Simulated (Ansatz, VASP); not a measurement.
**Two plane-wave programs on Bi**

INCAR

```
SYSTEM = Bi
ALGO = Normal
DIPOL = 0.5 0.5 0.324
EDIFF = 1E-6
ENCUT = 520
GGA = PE
IDIPOL = 3
ISIF = 2
ISMEAR = 0
LASPH = .TRUE.
LCHARG = .FALSE.
LDIPOL = .TRUE.
LREAL = .FALSE.
LWAVE = .FALSE.
NBANDS = 38
NELM = 100
PREC = Accurate
SIGMA = 0.01
```

The input KPOINTS:

```
k-points
0
G
  6 6 1
  0 0 0
```

File POSCAR:

```
Bi
1.0
    5.1182504343      0.0000000000      0.0000000000
    0.0000000000      4.5196968354      0.0000000000
    0.0000000000      0.0000000000     29.3597916812
Bi
4
Direct
    0.0480844864      0.0000000000      0.3738669602
    0.4519155136      0.5000000000      0.3738669602
    0.5480844864      0.5000000000      0.2732765961
    0.9519155136      0.0000000000      0.2732765961
```

Input for Ansatz:

```yaml
crystal:
  lattice:
    - [5.1182504343, 0.0, 0.0]
    - [0.0, 4.5196968354, 0.0]
    - [0.0, 0.0, 29.3597916812]
  atoms:
    - { symbol: Bi, position: [0.0480844864, 0.0, 0.3738669602] }
    - { symbol: Bi, position: [0.4519155136, 0.5, 0.3738669602] }
    - { symbol: Bi, position: [0.5480844864, 0.5, 0.2732765961] }
    - { symbol: Bi, position: [0.9519155136, 0.0, 0.2732765961] }
  periodic: [true, true, false]
kpoints:
  mp_grid: { grid: [6, 6, 1] }
  band_path:
    path:
      - [0.0, 0.0, 0.0]
      - [0.5, 0.0, 0.0]
      - [0.5, 0.5, 0.0]
      - [0.0, 0.5, 0.0]
      - [0.395833, -0.029622, 0.0]
      - [0.4, 0.0, 0.0]
    npoints: 1
hamiltonian:
  xc: pbe
scf:
  occupations: { method: fixed }
  n_extra_bands: 5
output:
  forces: true
  stress: true
  eigenvalues: true
```

Alike in both runs: task single point; functional PBE; k mesh 6 × 6 × 1; no spin polarisation.

|  | VASP | Ansatz |
| --- | --- | --- |
| version | VASP 6.6.1 | Ansatz 0.2.0 |
| potentials or method | VASP PAW PBE potentials, release 64 (Bi_d) | plane waves, PAW |
| plane-wave cutoff (eV) | 520 | 420 |
| occupations | gaussian, width 0.01 eV | fixed |
| valence electrons in the cell | 60 | 60 |

Ansatz gave:

- gap on the k mesh at the Fermi level (eV): 0.55
- rms of the force components (eV/Å): 0.120

Which values does VASP return?

gap on the k mesh at the Fermi level (eV): 0.55; rms of the force components (eV/Å): 0.125.

Atom by atom the forces differ by 0.005 eV/Å (rms over components).

Neither program's run includes spin-orbit coupling.
